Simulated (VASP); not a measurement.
# P in VASP: further runs, part 2 of 2

VASP 6.6.1.

### Step 4. Relaxation of cell and atoms, PBE

INCAR reads:

```
PREC = Accurate
ENCUT = 600
EDIFF = 1E-7
ISMEAR = 0
SIGMA = 0.1
LREAL = F
LASPH = T
NELM = 60
ALGO = Normal
ISIF = 3
LWAVE = F
LCHARG = F
GGA = PE
IBRION = 2
NSW = 100
EDIFFG = -0.01
```

KPOINTS reads:

```
regular mesh
0
Gamma
  22 22 22
```

POSCAR reads:

```
P
1.0
    2.4449626831      0.0000000000      0.0000000000
    0.0000000000      2.4449626831      0.0000000000
    0.0000000000      0.0000000000      2.4449626831
P
1
Direct
    0.0000000000      0.0000000000      0.0000000000
```

Potentials or basis: VASP PAW PBE potentials, release 64 (P).

The run is started by

```bash
$ cat potpaw_PBE.64/P/POTCAR > POTCAR
$ mpirun -np 1 vasp_std > vasp.out
```

OUTCAR:

```text
PREC = Accurate
   ENCUT = 600
   EDIFF = 1E-7
   ISMEAR = 0
   LREAL = F
   LASPH = T
   NELM = 60
   ISIF = 3
   GGA = PE
   IBRION = 2
   NSW = 100
   EDIFFG = -0.01

 ion  position               nearest neighbor table
   1  0.000  0.000  0.000-

  LATTYP: Found a simple cubic cell.
 ALAT       =     2.4449626831

  Lattice vectors:

 A1 = (   2.4449626831,   0.0000000000,   0.0000000000)
 A2 = (   0.0000000000,   2.4449626831,   0.0000000000)
 A3 = (   0.0000000000,   0.0000000000,   2.4449626831)

Analysis of symmetry for initial positions (statically):
=====================================================================
 Subroutine PRICEL returns:
 Original cell was already a primitive cell.

 Routine SETGRP: Setting up the symmetry group for a
 simple cubic supercell.

 Subroutine GETGRP returns: Found 48 space group operations
 (whereof 48 operations were pure point group operations)
 out of a pool of 48 trial point group operations.

The static configuration has the point symmetry O_h .

Analysis of symmetry for dynamics (positions and initial velocities):
=====================================================================
 Subroutine PRICEL returns:
 Original cell was already a primitive cell.

 Routine SETGRP: Setting up the symmetry group for a
 simple cubic supercell.

 Subroutine GETGRP returns: Found 48 space group operations
 (whereof 48 operations were pure point group operations)
 out of a pool of 48 trial point group operations.

The dynamic configuration has the point symmetry O_h .

 Subroutine INISYM returns: Found 48 space group operations
 (whereof 48 operations are pure point group operations),
 and found     1 'primitive' translations

----------------------------------------------------------------------------------------

                                     Primitive cell

  volume of cell :      14.6156

  direct lattice vectors                    reciprocal lattice vectors
     2.444962683  0.000000000  0.000000000     0.409004197  0.000000000  0.000000000
     0.000000000  2.444962683  0.000000000     0.000000000  0.409004197  0.000000000
     0.000000000  0.000000000  2.444962683     0.000000000  0.000000000  0.409004197

  length of vectors
     2.444962683  2.444962683  2.444962683     0.409004197  0.409004197  0.409004197

  position of ions in fractional coordinates (direct lattice)
     0.000000000  0.000000000  0.000000000

  ion indices of the primitive-cell ions
   primitive index   ion index
                 1           1

----------------------------------------------------------------------------------------

 KPOINTS: regular mesh

Automatic generation of k-mesh.
 Grid dimensions read from file:
 generate k-points for:   22   22   22

 Generating k-lattice:

  Cartesian coordinates                     Fractional coordinates (reciprocal lattice)
     0.018591100  0.000000000  0.000000000     0.045454545  0.000000000  0.000000000
     0.000000000  0.018591100  0.000000000     0.000000000  0.045454545  0.000000000
     0.000000000  0.000000000  0.018591100     0.000000000  0.000000000  0.045454545
[... 40 lines left out ...]
   number of dos      NEDOS =    301   number of ions     NIONS =      1
   total plane-waves  NPLWV =   8000
   dimension x,y,z NGX =    20 NGY =   20 NGZ =   20
   dimension x,y,z NGXF=    40 NGYF=   40 NGZF=   40
   ions per type =               1
   NGX,Y,Z   is equivalent  to a cutoff of  13.60, 13.60, 13.60 a.u.
   NGXF,Y,Z  is equivalent  to a cutoff of  27.20, 27.20, 27.20 a.u.
 SYSTEM =  unknown system
   PREC   = accura    normal or accurate (medium, high low for compatibility)
   ISTART =      0    job   : 0-new  1-cont  2-samecut
   ICHARG =      2    charge: 1-file 2-atom 10-const
   ISPIN  =      1    spin polarized calculation?
   LNONCOLLINEAR =      F non collinear calculations
   LSORBIT =      F    spin-orbit coupling
   LASPH  =      T    aspherical Exc in radial PAW
   ENCUT  =  600.0 eV  44.10 Ry    6.64 a.u.   4.88  4.88  4.88*2*pi/ulx,y,z
   NELM   =     60;   NELMIN=  2; NELMDL= -5     # of ELM steps
   EDIFF  = 0.1E-06   stopping-criterion for ELM
   LREAL  =      F    real-space projection
   EDIFFG = -.1E-01   stopping-criterion for IOM
   NSW    =    100    number of steps for IOM
   IBRION =      2    ionic relax: 0-MD 1-quasi-New 2-CG
   NFREE  =      1    steps in history (QN), initial steepest desc. (CG)
   ISIF   =      3    stress and relaxation
   ISYM   =      2    0-nonsym 1-usesym 2-fastsym
   POTIM  = 0.5000    time-step for ionic-motion
   TEBEG  =    0.0;   TEEND  =   0.0 temperature during run
   PSTRESS=    0.0 pullay stress
   NELECT =       5.0000    total number of electrons
   NUPDOWN=      -1.0000    fix difference up-down
   EMIN   =  10.00;   EMAX   =-10.00  energy-range for DOS
   EFERMI =   0.00;   METHOD = LEGACY
   ISMEAR =     0;   SIGMA  =   0.10  broadening in eV -4-tet -1-fermi 0-gaus
   EFERMI_NEDOS =   21; number of points for ismear=-14 and -15
   IALGO  =     38    algorithm
   IMIX   =      4    mixing-type and parameters
     AMIX     =   0.40;   BMIX     =  1.00
     AMIX_MAG =   1.60;   BMIX_MAG =  1.00
  volume/ion in A,a.u.               =      14.62        98.63
  Fermi-wavevector in a.u.,A,eV,Ry     =   1.144966  2.163672 17.836519  1.310947
  Thomas-Fermi vector in A             =   2.281656
   LORBIT       =      0    0 simple, 1 ext, 2 COOP (PROOUT), +10 PAW based schemes
   GGA     = PE    functional components
   LHFCALC =     F    Hartree Fock is set to
   AEXX    =    0.0000 exact exchange contribution
   IVDW    =     0    specifies the selected vdW correction
   LEPSILON=     F    determine dielectric tensor
   LRPA    =     F    only Hartree local field effects (RPA)
 conjugate gradient relaxation of ions
 non-spin polarized calculation
 Gauss-broadening in eV      SIGMA  =   0.10
  energy-cutoff  :      600.00
  volume of cell :       14.62
 maximum number of plane-waves:       500
 NGX is ok and might be reduce to    20

--------------------------------------- Ionic step        1  -------------------------------------------

 number of electron       5.0000001 magnetization

 Free energy of the ion-electron system (eV)
  ---------------------------------------------------
  ext. energy  EPLUGINS =         0.00000000
  ---------------------------------------------------
  free energy    TOTEN  =        -5.27581461 eV

  energy without entropy =       -5.27463124  energy(sigma->0) =       -5.27522292

------------------------ aborting loop because EDIFF is reached ----------------------------------------

  FORCE on cell =-STRESS in cart. coord.  units (eV):
  Direction    XX          YY          ZZ          XY          YZ          ZX
  --------------------------------------------------------------------------------------
  -------------------------------------------------------------------------------------
  Total       -0.0295214     -0.0295214     -0.0295214     -0.0000000      0.0000000     -0.0000000
  in kB       -3.2361624     -3.2361624     -3.2361624     -0.0000000      0.0000000     -0.0000000
  external PRESSURE =      -3.2361624 kB  Pullay stress =       0.0000000 kB
[... 57 lines left out ...]
--------------------------------------- Ionic step        3  -------------------------------------------

 number of electron       5.0000001 magnetization

 Free energy of the ion-electron system (eV)
  ---------------------------------------------------
  ext. energy  EPLUGINS =         0.00000000
  ---------------------------------------------------
  free energy    TOTEN  =        -5.27585663 eV

  energy without entropy =       -5.27467604  energy(sigma->0) =       -5.27526634

 E-fermi :   9.5923     XC(G=0): -11.2748

 val. band max:        9.5671265031   @ k =   0.4545   0.2727   0.2727
 cond. band min:       9.6424297544   @ k =   0.3182   0.2273   0.1364
 fundamental gap:      0.0753032513
 Fermi energy:         9.5922954968

 k-point     1 :       0.0000    0.0000    0.0000
  band No.  band energies     occupation
      1      -6.8615      2.00000
      2      14.6418      0.00000
      3      14.6418      0.00000
      4      14.6418      0.00000
      5      16.4349      0.00000
      6      16.4349      0.00000
[... 199 lines left out ...]
 k-point    24 :       0.0909    0.0909    0.0000
  band No.  band energies     occupation
      1      -6.4849      2.00000
      2      11.7789      0.00000
      3      12.7127      0.00000
      4      14.9374      0.00000
      5      17.9256      0.00000
      6      19.9668      0.00000

 [... further k-points ...]

------------------------ aborting loop because EDIFF is reached ----------------------------------------

  FORCE on cell =-STRESS in cart. coord.  units (eV):
  Direction    XX          YY          ZZ          XY          YZ          ZX
  --------------------------------------------------------------------------------------
  -------------------------------------------------------------------------------------
  Total        0.0006519      0.0006519      0.0006519     -0.0000000      0.0000000     -0.0000000
  in kB        0.0716632      0.0716632      0.0716632     -0.0000000      0.0000000     -0.0000000
  external PRESSURE =       0.0716632 kB  Pullay stress =       0.0000000 kB
[... 16 lines left out ...]
  FREE ENERGIE OF THE ION-ELECTRON SYSTEM (eV)
  ---------------------------------------------------
  free  energy   TOTEN  =        -5.2758566327 eV

  energy  without entropy=       -5.2746760416  energy(sigma->0) =       -5.27526634

 reached required accuracy - stopping structural energy minimisation
```

OSZICAR:

```text
N       E                     dE             d eps       ncg     rms          rms(c)
DAV:   1     0.420588637156E+01    0.42059E+01   -0.23271E+03  4440   0.679E+02
DAV:   2    -0.512742770955E+01   -0.93333E+01   -0.88513E+01  6366   0.744E+01
DAV:   3    -0.527223510109E+01   -0.14481E+00   -0.14472E+00  5364   0.104E+01
[... 17 lines left out ...]
       N       E                     dE             d eps       ncg     rms          rms(c)
DAV:   1    -0.527586890122E+01   -0.24555E-04   -0.46348E-04  4734   0.144E-01    0.261E-02
DAV:   2    -0.527586078184E+01    0.81194E-05   -0.63385E-06  5172   0.234E-02    0.142E-02
DAV:   3    -0.527585670215E+01    0.40797E-05   -0.75331E-06  4926   0.181E-02    0.417E-03
DAV:   4    -0.527585663265E+01    0.69500E-07   -0.25782E-08  3972   0.181E-03
   3 F= -.52758566E+01 E0= -.52752663E+01  d E =-.420212E-04
```

Wall time 18 s (1 thread of Intel Xeon 6975P-C (Granite Rapids), shared host); peak memory 0.14 GiB.

Results:

```
Free energy                           : -5.2759 eV
Relaxed volume                        : 14.57 Å³/atom
Relaxed cell                          : a = 2.443 Å, b = 2.443 Å, c = 2.443 Å, α = 90.00°, β = 90.00°, γ = 90.00°
Space group after relaxing (to 0.1 Å) : Pm-3m (No. 221)
Energy gained by relaxing             : 0.0 meV/atom
Ionic steps                           : 3
Pressure after relaxing               : 0.0 GPa
Band gap on the k mesh                : zero (an odd number of electrons rules out a gap without spin polarisation)
```

Final structure:
```cif
data_structure
_symmetry_space_group_name_H-M 'P 1'
_symmetry_Int_Tables_number 1
_cell_length_a 2.4427
_cell_length_b 2.4427
_cell_length_c 2.4427
_cell_angle_alpha 90.000
_cell_angle_beta 90.000
_cell_angle_gamma 90.000
_cell_volume 14.57
loop_
_atom_site_label
_atom_site_type_symbol
_atom_site_fract_x
_atom_site_fract_y
_atom_site_fract_z
_atom_site_occupancy
P1 P 0.00000 0.00000 0.00000 1
```

Levels at points of the mesh, in eV from the Fermi level:
| k point | band 1 | band 2 | band 3 | band 4 | band 5 | band 6 |
| --- | --- | --- | --- | --- | --- | --- |
| (0.00, 0.00, 0.00) | -16.45 | 5.05 | 5.05 | 5.05 | 6.84 | 6.84 |
| (0.50, 0.00, 0.00) | -12.14 | -8.62 | 7.86 | 7.86 | 9.40 | 14.40 |
| (0.50, 0.50, 0.00) | -7.46 | -5.23 | -5.23 | 1.04 | 10.47 | 16.92 |
| (0.50, 0.50, 0.50) | -2.15 | -2.15 | -2.15 | -1.63 | 4.72 | 4.72 |

### Step 5. Relaxation of cell and atoms, PBE

This run uses another cell than the first one: it holds 4 atoms, not 1.

INCAR reads:

```
SYSTEM = P
PREC = Accurate ; ENCUT = 600
EDIFF = 1E-6 ; ISMEAR = 0
SIGMA = 0.2 ; LREAL = .FALSE.
LASPH = .TRUE. ; NELM = 60
ALGO = Normal ; ISIF = 3
LWAVE = .FALSE. ; LCHARG = .FALSE.
GGA = PE ; IBRION = 2
NSW = 80 ; EDIFFG = -0.025
```

KPOINTS reads:

```
Automatic mesh
0
G
  8 4 4
  0 0 0
```

POSCAR reads:

```
P
1.0
   -0.0144518359     -0.0201481522      2.4676048025
    4.9458127150     -0.1046619533     -0.0289036718
   -0.1046619533      4.8948427453     -0.0402963043
P
4
Direct
   -0.0020747430     -0.0122430522     -0.0117138994
    0.9954641023      0.0017844714      0.4949806612
    0.9913020035      0.5094408473      1.0080609720
    1.0153086373      0.5010177334      0.5086722663
```

The run is started by

```bash
$ cat potpaw_PBE.64/P/POTCAR > POTCAR
$ mpirun -np 1 vasp_std > vasp.out
```

Wall time 2.6 min (1 thread of Intel Xeon 6975P-C (Granite Rapids), shared host); peak memory 0.2 GiB.

Results (log left out):

- Free energy: -21.0120 eV
- Relaxed volume: 14.68 Å³/atom
- Relaxed cell: a = 2.457 Å, b = 4.879 Å, c = 4.900 Å, α = 90.04°, β = 90.10°, γ = 90.11°
- Space group after relaxing (to 0.1 Å): P4/mmm (No. 123)
- Energy gained by relaxing: 12.5 meV/atom
- Ionic steps: 15
- Pressure after relaxing: 0.0 GPa
- Largest force after relaxing: 0.024 eV/Å
- Band gap on the k mesh: zero (bands 10 and 11 overlap by 7.62 eV)

Forces in eV/Å, atoms in the order of the input:
```
P   -0.006  0.001 -0.009
P   -0.011 -0.018  0.011
P    0.006  0.019  0.001
P    0.011 -0.002 -0.003
```

Stress tensor (GPa, compression positive):
```
-0.09 -0.01  0.08
-0.01 -0.02  0.12
 0.08  0.12  0.00
```

The path:
```tsv
step	energy change (eV)	largest force (eV/Å)	pressure (GPa)	volume (Å³)
1	0.0000	0.2323	-2.38	59.70
2	-0.0255	0.2014	1.36	57.80
3	-0.0259	0.2031	0.93	58.00
4	-0.0359	0.1452	0.36	58.26
5	-0.0415	0.1287	-0.78	58.79
6	-0.0417	0.1329	-0.58	58.70
7	-0.0451	0.0809	0.27	58.28
8	-0.0451	0.0815	0.27	58.28
9	-0.0467	0.0699	0.02	58.43
10	-0.0476	0.0655	-0.25	58.62
11	-0.0487	0.0483	0.10	58.51
12	-0.0487	0.0445	0.15	58.50
13	-0.0495	0.0344	0.07	58.59
14	-0.0496	0.0365	0.00	58.67
15	-0.0501	0.0239	-0.03	58.72
```

Final structure:
```
CELL_PARAMETERS angstrom
-0.00225 -0.00214 2.45657
4.87892 -0.00211 -0.00490
-0.00119 4.89951 -0.00453
ATOMIC_POSITIONS crystal
P 0.00096 0.99042 0.99766
P 0.99922 0.99078 0.50336
P 0.00005 0.50958 0.99653
P 0.99978 0.50922 0.50244
```

Levels at points of the mesh, in eV from the Fermi level:
```
           k point  band 7  band 8  band 9  band 10  band 11  band 12  band 13  band 14
(0.00, 0.00, 0.00)   -5.29   -5.20    1.02     4.75     4.87     5.11     6.71     6.76
(0.50, 0.00, 0.00)   -5.29   -5.19   -2.27    -2.20    -2.13    -1.80     0.98     1.01
(0.00, 0.50, 0.00)   -3.42   -2.64    0.00     0.94     5.58     5.70     5.86     6.14
(0.50, 0.50, 0.00)   -4.43   -4.37   -3.88    -3.82    -0.04     0.89     2.10     2.59
(0.00, 0.00, 0.50)   -3.26   -3.02    0.32     0.61     5.73     5.90     5.92     6.05
(0.50, 0.00, 0.50)   -4.26   -4.12   -4.10    -3.95     0.16     0.44     2.26     2.41
(0.00, 0.50, 0.50)   -2.23   -2.00   -1.51    -1.30    -0.82    -0.62     6.54     6.71
(0.50, 0.50, 0.50)   -5.98   -5.82   -0.08     0.16     0.70     0.95     2.73     3.01
```

### Step 6. Relaxation of cell and atoms, PBE

This run uses another cell than the first one: it holds 2 atoms, not 1.

INCAR reads:

```
SYSTEM = P
PREC = Accurate
ENCUT = 600
EDIFF = 1E-6
ISMEAR = 0
SIGMA = 0.1
LREAL = .FALSE.
LASPH = .TRUE.
NELM = 80
ALGO = Normal
ISIF = 3
LWAVE = .FALSE.
LCHARG = .FALSE.
GGA = PE
IBRION = 2
NSW = 100
EDIFFG = -0.01
```

KPOINTS reads:

```
regular mesh
0
G
  22 22 12
  0 0 0
```

POSCAR reads:

```
P
1.0
    2.4550015802      0.0000000000      0.0000000000
    0.0000000000      2.4550015802      0.0000000000
    0.0000000000      0.0000000000      4.8816134239
P
2
Direct
    0.0000000000      0.0000000000      0.7597465831
    0.0000000000      0.0000000000      0.2402534169
```

Potentials or basis: VASP PAW PBE potentials, release 64 (P).

The run is started by

```bash
$ cat potpaw_PBE.64/P/POTCAR > POTCAR
$ mpirun -np 1 vasp_std > vasp.out
```

It took 3.5 min on 1 thread of Intel Xeon 6975P-C (Granite Rapids), shared host; peak memory 0.27 GiB.

It converged, with:

- Free energy: -10.5478 eV
- Relaxed volume: 14.58 Å³/atom
- Relaxed cell: a = 2.446 Å, b = 2.446 Å, c = 4.876 Å, α = 90.00°, β = 90.00°, γ = 90.00°
- Space group after relaxing (to 0.1 Å): Pm-3m (No. 221)
- Energy gained by relaxing: 3.4 meV/atom
- Ionic steps: 10
- Pressure after relaxing: 0.0 GPa
- Largest force after relaxing: 0.005 eV/Å
- Band gap on the k mesh: zero (bands 5 and 6 overlap by 10.11 eV)

Forces on the atoms (eV/Å):
```
P    0.000  0.000 -0.005
P    0.000  0.000  0.005
```

The path:
```tsv
step	energy change (eV)	largest force (eV/Å)	pressure (GPa)	volume (Å³)
1	0.0000	0.1388	-0.06	29.42
2	-0.0022	0.0937	-0.30	29.40
3	-0.0026	0.0729	-0.42	29.38
4	-0.0042	0.0747	0.15	29.18
5	-0.0049	0.0609	0.93	28.95
6	-0.0057	0.0422	0.77	28.98
7	-0.0065	0.0080	0.52	29.03
8	-0.0065	0.0044	0.50	29.04
9	-0.0067	0.0053	0.10	29.14
10	-0.0067	0.0055	-0.03	29.17
```

Final structure:
```
P
1.0
     2.44571    0.00000    0.00000
     0.00000    2.44571    0.00000
     0.00000    0.00000    4.87626
P
2
Direct
  0.00000 0.00000 0.75051
  0.00000 0.00000 0.24949
```

Levels at points of the mesh, in eV from the Fermi level:
```tsv
k point	band 1	band 2	band 3	band 4	band 5	band 6	band 7	band 8	band 9
(0.00, 0.00, 0.00)	-16.47	-12.12	-8.64	4.98	4.98	5.11	6.80	6.84	7.82
(0.50, 0.00, 0.00)	-12.18	-8.64	-7.46	-5.28	-5.22	1.02	7.78	7.90	9.37
(0.50, 0.50, 0.00)	-7.53	-5.26	-5.26	-2.21	-2.15	-2.15	-1.67	1.02	4.73
(0.00, 0.00, 0.50)	-15.08	-15.04	-3.05	-3.01	6.04	6.04	6.07	6.07	7.85
(0.50, 0.00, 0.50)	-10.78	-10.73	-7.40	-7.37	0.46	0.51	6.08	6.10	8.77
(0.50, 0.50, 0.50)	-6.13	-6.08	-4.10	-4.10	-4.07	-4.07	2.35	2.37	4.47
```

### Step 7. Summary

| task | cell | k mesh | cutoff (eV) | smearing | gap on the mesh (eV) | pressure (GPa) | relaxed volume (Å³/atom) | largest force (eV/Å) |
| --- | --- | --- | --- | --- | --- | --- | --- | --- |
| single point | a = 2.445 Å, 1 atom, atomic positions A | 22 × 22 × 22 | 520 | gaussian 0.1 eV | none | -0.3 | - | - |
| single point | a = 2.456, b = 4.882, c = 4.908 Å, 4 atoms, atomic positions B | 8 × 4 × 4 | 520 | gaussian 0.2 eV | none | -0.3 | - | 0.02 |
| relaxation of cell and atoms | relaxed from a = 2.445 Å, 1 atom, atomic positions A | 22 × 22 × 22 | 600 | gaussian 0.1 eV | none | 0.0 | 14.57 | - |
| relaxation of cell and atoms | relaxed from a = 2.468, b = 4.947, c = 4.896 Å, angles 92.4, 90.9, 90.7°, 4 atoms, atomic positions C | 8 × 4 × 4 | 600 | gaussian 0.2 eV | none | 0.0 | 14.68 | 0.02 |
| relaxation of cell and atoms | relaxed from a = 2.455, b = 2.455, c = 4.882 Å, 2 atoms, atomic positions D | 22 × 22 × 12 | 600 | gaussian 0.1 eV | none | 0.0 | 14.58 | 0.01 |

Alike in all rows: level PBE; potentials or basis VASP PAW PBE potentials, release 64 (P); no spin polarisation.

Absolute energies hang on the potentials; compare differences alone.

The gap in the log of VASP goes by the Fermi energy; the results here count the filled bands.